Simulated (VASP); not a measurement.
Wanted: the native input for a VASP 6.6.1 run.

```
Task                   : single point
Functional             : r2SCAN
Potentials or basis    : VASP PAW PBE potentials, release 64 (Mg, Cd, Te)
Cutoff                 : 520 eV
k mesh                 : 6 × 6 × 2
Occupations            : gaussian, width 0.02 eV
Spin                   : no spin polarisation
Dipole correction      : no
Further INCAR settings : ALGO = Normal; EDIFF = 1e-07; NBANDS = 46
```

The system is Mg2CdTe3.

```
CELL_PARAMETERS angstrom
4.63346 0.00000 0.00000
-2.31673 4.01269 0.00000
0.00000 0.00000 22.64659
ATOMIC_POSITIONS crystal
Mg 0.33333 0.66667 0.66424
Mg 0.33333 0.66667 0.99947
Mg 0.66667 0.33333 0.16424
Mg 0.66667 0.33333 0.49947
Cd 0.33333 0.66667 0.33322
Cd 0.66667 0.33333 0.83322
Te 0.33333 0.66667 0.12422
Te 0.33333 0.66667 0.45976
Te 0.33333 0.66667 0.78909
Te 0.66667 0.33333 0.28909
Te 0.66667 0.33333 0.62422
Te 0.66667 0.33333 0.95976
```

These files were run (other wordings do the same):

POSCAR

```
Mg2CdTe3
1.0
    4.6334553017      0.0000000289      0.0000000000
   -2.3167276758      4.0126899841      0.0000000000
    0.0000000000      0.0000000000     22.6465913000
Mg Cd Te
4 2 6
Direct
    0.3333333333      0.6666666667      0.6642390000
    0.3333333333      0.6666666667      0.9994670000
    0.6666666667      0.3333333333      0.1642390000
    0.6666666667      0.3333333333      0.4994670000
    0.3333333333      0.6666666667      0.3332200000
    0.6666666667      0.3333333333      0.8332200000
    0.3333333333      0.6666666667      0.1242230000
    0.3333333333      0.6666666667      0.4597560000
    0.3333333333      0.6666666667      0.7890940000
    0.6666666667      0.3333333333      0.2890940000
    0.6666666667      0.3333333333      0.6242230000
    0.6666666667      0.3333333333      0.9597560000
```

INCAR.step1

```
SYSTEM = Mg2CdTe3
ALGO = Normal
EDIFF = 1E-4
ENCUT = 520
GGA = PE
ISMEAR = 0
LASPH = .True.
LCHARG = .False.
LREAL = .False.
LWAVE = .True.
NBANDS = 46
NELM = 100
PREC = Accurate
SIGMA = 0.02
```

INCAR.step2

```
SYSTEM = Mg2CdTe3
ALGO = Normal
EDIFF = 1E-7
ENCUT = 520
ISIF = 2
ISMEAR = 0
ISTART = 1
LASPH = .True.
LCHARG = .True.
LELF = .True.
LMIXTAU = .True.
LREAL = .False.
LVHAR = .True.
LWAVE = .False.
METAGGA = R2SCAN
NBANDS = 46
NELM = 100
PREC = Accurate
SIGMA = 0.02
```

KPOINTS

```
k-points
0
Gamma
  6 6 2
  0 0 0
```

Potentials or basis: VASP PAW PBE potentials, release 64 (Mg, Cd, Te).

Launch:

```sh
$ cat potpaw_PBE.64/Mg/POTCAR potpaw_PBE.64/Cd/POTCAR potpaw_PBE.64/Te/POTCAR > POTCAR
$ cp INCAR.step1 INCAR
$ mpirun -np 1 vasp_std > vasp.out
$ cp INCAR.step2 INCAR
$ mpirun -np 1 vasp_std > vasp.out
```

It gave:

* Pressure: -0.9 GPa
* Largest force: 0.013 eV/Å
* Band gap on the k mesh: 2.02 eV

Caveat: the PAW data sets were made with another functional, which shifts forces and pressure a little; spin-orbit coupling is left out, which moves the levels of the heavy elements.

Run time: 52 min on 1 thread of Oxide Virtual Turin-like Processor, with other jobs on the host, peak memory 0.67 GiB.
